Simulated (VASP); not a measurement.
# NaI (Fm-3m) in VASP: a series of runs

NaI is run at these levels: HSE06; tasks: single point.

Everything below comes from runs of VASP 6.6.1. Logs are shortened: lines on timing, memory, paths and dates and some standing lists are left out, and cuts for length are marked.

## (1) The cell of the first run

The structure is cubic, space group Fm-3m (No. 225). Conventional cell: a = 6.558 Å, b = 6.558 Å, c = 6.558 Å, α = 90.00°, β = 90.00°, γ = 90.00°. Within 4.3 Å of I (site symmetry m-3m) lie 6 Na at 3.28 Å. Within 4.3 Å of Na (site symmetry m-3m) lie 6 I at 3.28 Å.

## (2) Single point, HSE06

POSCAR

```
NaI
1.0
    0.0000000000      3.2789890945      3.2789890945
    3.2789890945      0.0000000000      3.2789890945
    3.2789890945      3.2789890945      0.0000000000
I Na
1 1
Direct
    0.5000000000      0.5000000000      0.5000000000
    0.0000000000      0.0000000000      0.0000000000
```

INCAR.step1

```
PREC = Accurate
ENCUT = 520
EDIFF = 1E-5
ISMEAR = -1
SIGMA = 0.05
LREAL = F
LASPH = T
NELM = 60
ALGO = Normal
ISIF = 2
LWAVE = T
LCHARG = F
GGA = PE
NBANDS = 14
```

INCAR.step2

```
PREC = Accurate
ENCUT = 520
EDIFF = 1E-6
ISMEAR = -1
SIGMA = 0.05
LREAL = F
LASPH = T
NELM = 60
ALGO = Normal
ISIF = 2
LWAVE = F
LCHARG = F
GGA = PE
LHFCALC = T
HFSCREEN = 0.2079
PRECFOCK = Normal
ISTART = 1
NBANDS = 14
```

KPOINTS

```
regular mesh
0
Gamma
  4 4 4
```

Potentials or basis: VASP PAW PBE potentials, release 64 (I, Na_pv).

Launch:

```
> cat potpaw_PBE.64/I/POTCAR potpaw_PBE.64/Na_pv/POTCAR > POTCAR
> cp INCAR.step1 INCAR
> mpirun -np 1 vasp_std > vasp.out
> cp INCAR.step2 INCAR
> mpirun -np 1 vasp_std > vasp.out
```

OUTCAR:

```text
PREC = Accurate
   ENCUT = 520
   EDIFF = 1E-6
   ISMEAR = -1
   LREAL = F
   LASPH = T
   NELM = 60
   ISIF = 2
   GGA = PE
   LHFCALC = T
   HFSCREEN = 0.2079
   PRECFOCK = Normal
   ISTART = 1

 ion  position               nearest neighbor table
   1  0.500  0.500  0.500-
   2  0.000  0.000  0.000-

  LATTYP: Found a face centered cubic cell.
 ALAT       =     6.5579781890

  Lattice vectors:

 A1 = (   0.0000000000,   3.2789890945,   3.2789890945)
 A2 = (   3.2789890945,   0.0000000000,   3.2789890945)
 A3 = (   3.2789890945,   3.2789890945,   0.0000000000)

Analysis of symmetry for initial positions (statically):
=====================================================================
 Subroutine PRICEL returns:
 Original cell was already a primitive cell.

 Routine SETGRP: Setting up the symmetry group for a
 face centered cubic supercell.

 Subroutine GETGRP returns: Found 48 space group operations
 (whereof 48 operations were pure point group operations)
 out of a pool of 48 trial point group operations.

The static configuration has the point symmetry O_h .

Analysis of symmetry for dynamics (positions and initial velocities):
=====================================================================
 Subroutine PRICEL returns:
 Original cell was already a primitive cell.

 Routine SETGRP: Setting up the symmetry group for a
 face centered cubic supercell.

 Subroutine GETGRP returns: Found 48 space group operations
 (whereof 48 operations were pure point group operations)
 out of a pool of 48 trial point group operations.

The dynamic configuration has the point symmetry O_h .

 Subroutine INISYM returns: Found 48 space group operations
 (whereof 48 operations are pure point group operations),
 and found     1 'primitive' translations

----------------------------------------------------------------------------------------

                                     Primitive cell

  volume of cell :      70.5099

  direct lattice vectors                    reciprocal lattice vectors
     0.000000000  3.278989094  3.278989094    -0.152486021  0.152486021  0.152486021
     3.278989094  0.000000000  3.278989094     0.152486021 -0.152486021  0.152486021
     3.278989094  3.278989094  0.000000000     0.152486021  0.152486021 -0.152486021

  length of vectors
     4.637190848  4.637190848  4.637190848     0.264113536  0.264113536  0.264113536

[... 79 lines left out ...]
   EFERMI_NEDOS =   21; number of points for ismear=-14 and -15
   IALGO  =     38    algorithm
   IMIX   =      1    mixing-type and parameters
     AMIX     =   0.40;   BMIX     =  1.00
     AMIX_MAG =   1.60;   BMIX_MAG =  1.00
  volume/ion in A,a.u.               =      35.25       237.91
  Fermi-wavevector in a.u.,A,eV,Ry     =   0.955068  1.804816 12.410616  0.912155
  Thomas-Fermi vector in A             =   2.083872
   LORBIT       =      0    0 simple, 1 ext, 2 COOP (PROOUT), +10 PAW based schemes
   GGA     = PE    functional components
   LHFCALC =     T    Hartree Fock is set to
   PRECFOCK=normal    Normal, Fast or Accurate (Low or Medium for compatibility)
   ENCUT4O =  -1.0   cutoff for four orbital integrals eV
   NKREDX  =     1    reduce k-point grid by
   NKREDY  =     1    reduce k-point grid by
   NKREDZ  =     1    reduce k-point grid by
   AEXX    =    0.2500 exact exchange contribution
   HFSCREEN=    0.2079 screening length (either q_TF or 0.3 A-1)
   HFSCREENC=   0.2079 screening length for correlation (either q_TF or 0.3 A-1)
   ENCUTFOCK=  -1.0 apply spherical cutoff to Coloumb kernel
   IVDW    =     0    specifies the selected vdW correction
   LEPSILON=     F    determine dielectric tensor
   LRPA    =     F    only Hartree local field effects (RPA)
 non-spin polarized calculation
  energy-cutoff  :      520.00
  volume of cell :       70.51
 maximum number of plane-waves:      1924
 NGX is ok and might be reduce to    36
  NGX = 28; NGY = 28; NGZ = 28

 number of electron      13.9999997 magnetization

 Free energy of the ion-electron system (eV)
  ---------------------------------------------------
  ext. energy  EPLUGINS =         0.00000000
  ---------------------------------------------------
  free energy    TOTEN  =        -6.25365948 eV

  energy without entropy =       -6.25365948  energy(sigma->0) =       -6.25365948

 E-fermi :   0.9314     XC(G=0):  -6.3331

 val. band max:       -0.1689428200   @ k =   0.0000   0.0000   0.0000
 cond. band min:       4.3763574966   @ k =   0.0000   0.0000   0.0000
 fundamental gap:      4.5453003166
 Fermi energy:         0.9314383573

 k-point     1 :       0.0000    0.0000    0.0000
  band No.  band energies     occupation
      1     -25.0160      2.00000
      2     -25.0160      2.00000
      3     -25.0160      2.00000
      4     -12.0238      2.00000
      5      -0.1689      2.00000
      6      -0.1689      2.00000
      7      -0.1689      2.00000
      8       4.3764      0.00000
      9       8.8326      0.00000
     10       8.8326      0.00000
     11       8.8326      0.00000
     12      10.7070      0.00000
     13      10.7070      0.00000
     14      11.3150      0.00000
[... 105 lines left out ...]
      1     -25.0183      2.00000
      2     -25.0183      2.00000
      3     -25.0174      2.00000
      4     -11.6192      2.00000
      5      -1.5713      2.00000
      6      -1.5713      2.00000
      7      -1.0779      2.00000
      8       6.6461      0.00000
      9       8.3069      0.00000
     10       8.3069      0.00000
     11       8.7794      0.00000
     12      12.8843      0.00000
     13      12.8843      0.00000
     14      13.6366      0.00000

------------------------ aborting loop because EDIFF is reached ----------------------------------------

  FORCE on cell =-STRESS in cart. coord.  units (eV):
  Direction    XX          YY          ZZ          XY          YZ          ZX
  --------------------------------------------------------------------------------------
  -------------------------------------------------------------------------------------
  Total       -0.1888329     -0.1888329     -0.1888329     -0.0000000     -0.0000000     -0.0000000
  in kB       -4.2908013     -4.2908013     -4.2908013     -0.0000000     -0.0000000     -0.0000000
  external PRESSURE =      -4.2908013 kB  Pullay stress =       0.0000000 kB

 VOLUME and BASIS-vectors are now :
 -----------------------------------------------------------------------------
  energy-cutoff  :      520.00
  volume of cell :       70.51
      direct lattice vectors                 reciprocal lattice vectors
     0.000000000  3.278989094  3.278989094    -0.152486021  0.152486021  0.152486021
     3.278989094  0.000000000  3.278989094     0.152486021 -0.152486021  0.152486021
     3.278989094  3.278989094  0.000000000     0.152486021  0.152486021 -0.152486021

 POSITION                                       TOTAL-FORCE (eV/Angst)
 -----------------------------------------------------------------------------------
      3.27899      3.27899      3.27899        -0.000000     -0.000000     -0.000000
      0.00000      0.00000      0.00000         0.000000      0.000000      0.000000
 -----------------------------------------------------------------------------------
    total drift:                               -0.000002     -0.000003     -0.000003

  FREE ENERGIE OF THE ION-ELECTRON SYSTEM (eV)
  ---------------------------------------------------
  free  energy   TOTEN  =        -6.2536594753 eV

  energy  without entropy=       -6.2536594753  energy(sigma->0) =       -6.25365948
```

Wall time 3.4 min (1 thread of AMD EPYC 9R45 (Zen 5), shared host); peak memory 0.29 GiB.

What came out:

```
Free energy            : -6.2537 eV
Pressure               : -0.4 GPa
Band gap on the k mesh : 4.55 eV
```

Levels at points of the mesh, in eV from the valence-band top:
| k point | band 5 | band 6 | band 7 | band 8 | band 9 | band 10 |
| --- | --- | --- | --- | --- | --- | --- |
| (0.00, 0.00, 0.00) | 0.00 | 0.00 | 0.00 | 4.55 | 9.00 | 9.00 |
| (0.50, 0.00, 0.00) | -2.18 | -0.28 | -0.28 | 6.05 | 8.49 | 8.49 |
| (0.50, 0.50, 0.00) | -1.91 | -0.75 | -0.75 | 5.50 | 6.57 | 10.82 |

Caveat: the PAW data sets were made with another functional, which shifts forces and pressure a little; spin-orbit coupling is left out, which moves the levels of the heavy elements.

## (3) Single point, HSE06

This run uses another cell than the first one, of 35.93 Å³/atom.

POSCAR

```
NaI
1.0
    0.0000000000      3.2998749385      3.2998749385
    3.2998749385      0.0000000000      3.2998749385
    3.2998749385      3.2998749385      0.0000000000
I Na
1 1
Direct
    0.5000000000      0.5000000000      0.5000000000
    0.0000000000      0.0000000000      0.0000000000
```

INCAR.step1

```
SYSTEM = NaI
PREC = Accurate ; ENCUT = 520
EDIFF = 1E-5 ; ISMEAR = -1
SIGMA = 0.05 ; LREAL = .False.
LASPH = .True. ; NELM = 100
ALGO = Normal ; ISIF = 2
LWAVE = .True. ; LCHARG = .False.
NBANDS = 14 ; GGA = PE
```

INCAR.step2

```
SYSTEM = NaI
PREC = Accurate ; ENCUT = 520
EDIFF = 1E-7 ; ISMEAR = -1
SIGMA = 0.05 ; LREAL = .False.
LASPH = .True. ; NELM = 100
ALGO = Normal ; ISIF = 2
LWAVE = .False. ; LCHARG = .False.
GGA = PE ; LHFCALC = .True.
HFSCREEN = 0.2079 ; PRECFOCK = Normal
NBANDS = 14 ; ISTART = 1
```

KPOINTS

```
regular mesh
0
Gamma
  4 4 4
  0 0 0
```

Potentials or basis: VASP PAW PBE potentials, release 64 (I, Na_pv).

Launch:

```
> cat potpaw_PBE.64/I/POTCAR potpaw_PBE.64/Na_pv/POTCAR > POTCAR
> cp INCAR.step1 INCAR
> mpirun -np 1 vasp_std > vasp.out
> cp INCAR.step2 INCAR
> mpirun -np 1 vasp_std > vasp.out
```

OUTCAR:

```text
SYSTEM = NaI
   PREC = Accurate
   ENCUT = 520
   EDIFF = 1E-7
   ISMEAR = -1
   LREAL = .False.
   LASPH = .True.
   NELM = 100
   ISIF = 2
   GGA = PE
   LHFCALC = .True.
   HFSCREEN = 0.2079
   PRECFOCK = Normal
   ISTART = 1

 ion  position               nearest neighbor table
   1  0.500  0.500  0.500-
   2  0.000  0.000  0.000-

  LATTYP: Found a face centered cubic cell.
 ALAT       =     6.5997498770

  Lattice vectors:
[... 310 lines left out ...]
     13      12.6481      0.00000
     14      13.3960      0.00000

------------------------ aborting loop because EDIFF is reached ----------------------------------------

  FORCE on cell =-STRESS in cart. coord.  units (eV):
  Direction    XX          YY          ZZ          XY          YZ          ZX
  --------------------------------------------------------------------------------------
  -------------------------------------------------------------------------------------
  Total       -0.3044606     -0.3044606     -0.3044606     -0.0000000      0.0000000     -0.0000000
  in kB       -6.7876465     -6.7876465     -6.7876465     -0.0000000      0.0000000     -0.0000000
  external PRESSURE =      -6.7876465 kB  Pullay stress =       0.0000000 kB

 VOLUME and BASIS-vectors are now :
 -----------------------------------------------------------------------------
  energy-cutoff  :      520.00
  volume of cell :       71.87
      direct lattice vectors                 reciprocal lattice vectors
     0.000000000  3.299874938  3.299874938    -0.151520894  0.151520894  0.151520894
     3.299874938  0.000000000  3.299874938     0.151520894 -0.151520894  0.151520894
     3.299874938  3.299874938  0.000000000     0.151520894  0.151520894 -0.151520894

 POSITION                                       TOTAL-FORCE (eV/Angst)
 -----------------------------------------------------------------------------------
      3.29987      3.29987      3.29987         0.000000      0.000000     -0.000000
      0.00000      0.00000      0.00000        -0.000000     -0.000000      0.000000
 -----------------------------------------------------------------------------------
    total drift:                                0.000002      0.000003      0.000003

  FREE ENERGIE OF THE ION-ELECTRON SYSTEM (eV)
  ---------------------------------------------------
  free  energy   TOTEN  =        -6.2490161378 eV

  energy  without entropy=       -6.2490161377  energy(sigma->0) =       -6.24901614
```

OUTCAR.step1:

```text
SYSTEM = NaI
   PREC = Accurate
   ENCUT = 520
   EDIFF = 1E-5
   ISMEAR = -1
   LREAL = .False.
[... 339 lines left out ...]
      3.29987      3.29987      3.29987         0.000000      0.000000     -0.000000
      0.00000      0.00000      0.00000         0.000000     -0.000000      0.000000
 -----------------------------------------------------------------------------------
    total drift:                                0.000000      0.000000      0.000000

  FREE ENERGIE OF THE ION-ELECTRON SYSTEM (eV)
  ---------------------------------------------------
  free  energy   TOTEN  =        -5.3800030343 eV

  energy  without entropy=       -5.3800030342  energy(sigma->0) =       -5.38000303
```

OSZICAR.step1:

```text
N       E                     dE             d eps       ncg     rms          rms(c)
DAV:   1     0.859059445695E+02    0.85906E+02   -0.65897E+03   224   0.856E+02
DAV:   2     0.137459276703E+01   -0.84531E+02   -0.79294E+02   236   0.230E+02
DAV:   3    -0.529727919179E+01   -0.66719E+01   -0.66335E+01   284   0.614E+01
DAV:   4    -0.545379574167E+01   -0.15652E+00   -0.15642E+00   276   0.980E+00
DAV:   5    -0.545808620285E+01   -0.42905E-02   -0.42903E-02   294   0.162E+00    0.158E+00
DAV:   6    -0.538785357001E+01    0.70233E-01   -0.80804E-02   272   0.161E+00    0.106E+00
DAV:   7    -0.537761866273E+01    0.10235E-01   -0.72281E-02   278   0.135E+00    0.622E-01
DAV:   8    -0.538003195839E+01   -0.24133E-02   -0.60611E-03   254   0.605E-01    0.180E-01
DAV:   9    -0.537998521894E+01    0.46739E-04   -0.21412E-04   272   0.125E-01    0.479E-02
DAV:  10    -0.538000208486E+01   -0.16866E-04   -0.44321E-05   272   0.632E-02    0.105E-02
DAV:  11    -0.538000303431E+01   -0.94946E-06   -0.41639E-06   270   0.199E-02
   1 F= -.53800030E+01 E0= -.53800030E+01  d E =-.676843E-10
```

It took 6.1 min on 1 thread of AMD EPYC 9R45 (Zen 5), shared host; peak memory 0.29 GiB.

What came out:

| Quantity | Value |
| --- | --- |
| Free energy | -6.2490 eV |
| Pressure | -0.7 GPa |
| Band gap on the k mesh | 4.50 eV |

Levels at points of the mesh, in eV from the valence-band top:
```tsv
k point	band 5	band 6	band 7	band 8	band 9	band 10
(0.00, 0.00, 0.00)	0.00	0.00	0.00	4.50	9.00	9.00
(0.50, 0.00, 0.00)	-2.11	-0.27	-0.27	6.04	8.47	8.47
(0.50, 0.50, 0.00)	-1.85	-0.72	-0.72	5.48	6.60	10.70
```

Caveat: the PAW data sets were made with another functional, which shifts forces and pressure a little; spin-orbit coupling is left out, which moves the levels of the heavy elements.

(Part 1 of 2 ends here.)
